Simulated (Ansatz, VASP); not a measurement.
One calculation of Sc, two programs

```
Sc
1.0
     6.45917    0.00000    0.00000
    -3.22958    5.59380    0.00000
     0.00000    0.00000   22.91547
Sc
16
Direct
  0.33333 0.16667 0.17455
  0.33333 0.66667 0.17455
  0.83333 0.16667 0.17455
  0.83333 0.66667 0.17455
  0.16667 0.33333 0.28332
  0.16667 0.83333 0.28332
  0.66667 0.33333 0.28332
  0.66667 0.83333 0.28332
  0.33333 0.16667 0.39242
  0.33333 0.66667 0.39242
  0.83333 0.16667 0.39242
  0.83333 0.66667 0.39242
  0.16667 0.33333 0.49816
  0.16667 0.83333 0.49816
  0.66667 0.33333 0.49816
  0.66667 0.83333 0.49816
```

Alike in both runs: task single point; functional LDA; k mesh 6 × 6 × 1; occupations gaussian, width 0.1 eV; no spin polarisation.

|  | VASP | Ansatz |
| --- | --- | --- |
| version | VASP 6.6.1 | Ansatz 0.2.0 |
| potentials or method | VASP PAW LDA potentials, release 64 (Sc_sv), cutoff 520 eV | scalar-relativistic, plane waves, PAW |
| valence electrons in the cell | 176 | 176 |

```csv
,VASP,Ansatz,Ansatz less VASP
gap on the k mesh at the Fermi level (eV),none,none,-
rms of the force components (eV/Å),0.071,0.073,+0.0015
```

LDA's correlation is that of Perdew and Zunger in VASP and of Perdew and Wang (1992) in Ansatz. Atom by atom the forces differ by 0.004 eV/Å (rms over components). A gap of «none» marks a metal or a gap that the smearing closes.
